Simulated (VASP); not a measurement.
Set up this calculation in VASP 6.6.1, as the native input.

| Property | Result |
| --- | --- |
| Task | single point |
| Functional | LDA |
| Potentials or basis | VASP PAW LDA potentials, release 64 (K_sv) |
| Cutoff | 520 eV |
| k mesh | 6 × 6 × 12 |
| Occupations | gaussian, width 0.15 eV |
| Spin | no spin polarisation |
| Dipole correction | no |
| Further INCAR settings | ALGO = Fast; EDIFF = 1e-06; NBANDS = 10 |

The structure of K lies in POSCAR:

```
K
1.0
   10.0796055900      0.0000000000      0.0000000000
    0.0000000000     10.0796055900      0.0000000000
    0.0000000000      0.0000000000      4.3245983300
K
1
Direct
    0.0000000000      0.0000000000      0.0000000000
```

One way to write it, as run:

INCAR

```
SYSTEM = K
PREC = Accurate
ENCUT = 520
EDIFF = 1E-6
ISMEAR = 0
SIGMA = 0.15
LREAL = .False.
LASPH = .True.
NELM = 100
ALGO = Fast
ISIF = 2
LWAVE = .False.
LCHARG = .False.
NBANDS = 10
```

KPOINTS

```
regular mesh
0
Gamma
  6 6 12
  0 0 0
```

Potentials or basis: VASP PAW LDA potentials, release 64 (K_sv).

The run is started by

```sh
$ cat potpaw_LDA.64/K_sv/POTCAR > POTCAR
$ mpirun -np 1 vasp_std > vasp.out
```

It gave:

| Item | Value |
| --- | --- |
| Pressure | 0.0 GPa |
| Band gap on the k mesh | zero (an odd number of electrons rules out a gap without spin polarisation) |

Wall time 3.7 min on 1 thread of Intel(R) Xeon(R) Platinum 8559C (Emerald Rapids), on a shared host, peak memory 0.54 GiB.
